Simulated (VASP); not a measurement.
Here is a VASP 6.6.1 calculation.

Contents of POSCAR:

```
Sn
1.0
   -1.7797680771      1.7797680771      2.1357216925
    1.7797680771     -1.7797680771      2.1357216925
    1.7797680771      1.7797680771     -2.1357216925
Sn
1
Direct
    0.0000000000      0.0000000000      0.0000000000
```

The input INCAR.step1:

```
SYSTEM = Sn
PREC = Accurate ; ENCUT = 520
ISMEAR = 0 ; SIGMA = 0.15
LREAL = .FALSE. ; LASPH = .TRUE.
NELM = 100 ; NBANDS = 13
GGA = PE ; ALGO = Normal
EDIFF = 1E-4 ; LWAVE = .TRUE.
LCHARG = .FALSE.
```

INCAR.step2

```
SYSTEM = Sn
PREC = Accurate ; ENCUT = 520
EDIFF = 1E-6 ; ISMEAR = 0
SIGMA = 0.15 ; LREAL = .FALSE.
LASPH = .TRUE. ; NELM = 100
ALGO = Normal ; ISIF = 2
LWAVE = .FALSE. ; LCHARG = .TRUE.
METAGGA = R2SCAN ; LMIXTAU = .TRUE.
LELF = .TRUE. ; LVHAR = .TRUE.
NBANDS = 13 ; ISTART = 1
```

KPOINTS

```
regular mesh
0
G
  24 24 24
  0 0 0
```

Potentials or basis: VASP PAW PBE potentials, release 64 (Sn_d).

Command:

```bash
$ cat potpaw_PBE.64/Sn_d/POTCAR > POTCAR
$ cp INCAR.step1 INCAR
$ mpirun -np 1 vasp_std > vasp.out
$ cp INCAR.step2 INCAR
$ mpirun -np 1 vasp_std > vasp.out
```

(1) Predict the pressure.

(2) What does it give for the band gap on the k mesh?

## Answers

(1) 0.2 GPa.

(2) zero (bands 7 and 8 overlap by 10.53 eV).

Caveat: the PAW data sets were made with another functional, which shifts forces and pressure a little; spin-orbit coupling is left out, which moves the levels of the heavy elements.
